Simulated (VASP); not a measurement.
A run of VASP 6.6.1 is set up as follows.

The input INCAR:

```
SYSTEM = ZrB2
  PREC = Accurate
  ENCUT = 500
  EDIFF = 1E-6
  ISMEAR = 1
  SIGMA = 0.05
  LREAL = .FALSE.
  LASPH = .TRUE.
  NELM = 120
  ALGO = Normal
  ISIF = 2
  LWAVE = .FALSE.
  LCHARG = .FALSE.
  GGA = PE
  NBANDS = 16
  GGA_COMPAT = .FALSE.
```

Contents of KPOINTS:

```
Automatic mesh
0
G
  8 8 6
  0 0 0
```

The input POSCAR:

```
ZrB2
1.0
    3.1923482415      0.0000000000      0.0000000000
   -1.5961741207      2.7646546748      0.0000000000
    0.0000000000      0.0000000000      3.5649074877
Zr B
1 2
Direct
    0.0000000000      0.0000000000      0.0000000000
    0.3333333333      0.6666666667      0.5000000000
    0.6666666667      0.3333333333      0.5000000000
```

Potentials or basis: VASP PAW PBE potentials, release 64 (Zr_sv, B).

Launch:

```bash
$ cat potpaw_PBE.64/Zr_sv/POTCAR potpaw_PBE.64/B/POTCAR > POTCAR
$ mpirun -np 1 vasp_std > vasp.out
```

Task: Predict the band gap on the k mesh.

Result: Zero (band 9 reaches 11.03 eV, above the bottom of band 10 at 10.47 eV).

Task: Estimate the pressure.

Result: -4.4 GPa.

Stress tensor (GPa, compression positive):
```
-4.56  0.00  0.00
 0.00 -4.56  0.00
 0.00  0.00 -4.04
```
